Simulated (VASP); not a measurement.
Input of a VASP 6.6.1 run:

File INCAR:

```
SYSTEM = Ta
PREC = Accurate
ENCUT = 520
EDIFF = 1E-7
ISMEAR = -1
SIGMA = 0.1
LREAL = .False.
LASPH = .True.
NELM = 60
ALGO = Normal
ISIF = 2
LWAVE = .False.
LCHARG = .True.
LELF = .True.
LVHAR = .True.
NBANDS = 12
```

Contents of KPOINTS:

```
Automatic mesh
0
Gamma
  13 13 13
  0 0 0
```

POSCAR

```
Ta
1.0
    2.6474847225      0.0000000000      0.0000000000
    0.0000000000      2.6474847225      0.0000000000
    0.0000000000      0.0000000000      2.6474847225
Ta
1
Direct
    0.0000000000      0.0000000000      0.0000000000
```

Potentials or basis: VASP PAW LDA potentials, release 64 (Ta_pv).

Command:

```sh
$ cat potpaw_LDA.64/Ta_pv/POTCAR > POTCAR
$ mpirun -np 1 vasp_std > vasp.out
```

Question: What does it give for the pressure?

Answer: 7.8 GPa.
